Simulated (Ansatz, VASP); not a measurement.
# CrO2 in VASP and in Ansatz

```
Cr O
1.0
     4.44435    0.00000    0.00000
     0.00000    4.44435    0.00000
     0.00000    0.00000    2.92099
Cr O
2 4
Direct
  0.00000 0.00000 0.00000
  0.50000 0.50000 0.50000
  0.30359 0.30359 0.00000
  0.19641 0.80359 0.50000
  0.69641 0.69641 0.00000
  0.80359 0.19641 0.50000
```

Alike in both runs: functional PBE; k mesh 8 × 8 × 12; occupations gaussian, width 0.1 eV; collinear spin.

Ansatz relaxed the structure, and its values are those at the end. VASP's run is a single point on that final structure, the one shown.

|  | VASP | Ansatz |
| --- | --- | --- |
| version | VASP 6.6.1 | Ansatz 0.2.0 |
| potentials or method | VASP PAW PBE potentials, release 64 (Cr_sv, O), cutoff 600 eV | scalar-relativistic, plane waves, PAW |
| valence electrons in the cell | 52 | 52 |

|  | VASP | Ansatz | Ansatz less VASP |
| --- | --- | --- | --- |
| gap on the k mesh at the Fermi level (eV) | none | none | - |
| pressure (GPa) | -1.7 | 0.0 | +1.67 |
| rms of the force components (eV/Å) | 0.003 | 0.000 | -0.0031 |
| net moment per atom (μB) | 0.67 | 0.67 | 0.000 |
| size of the moment on the site where the two differ most (μB) | 1.95 | 1.75 | -0.203 |

Site moments also hang on the region over which each program counts them. A gap of «none» marks a metal or a gap that the smearing closes.
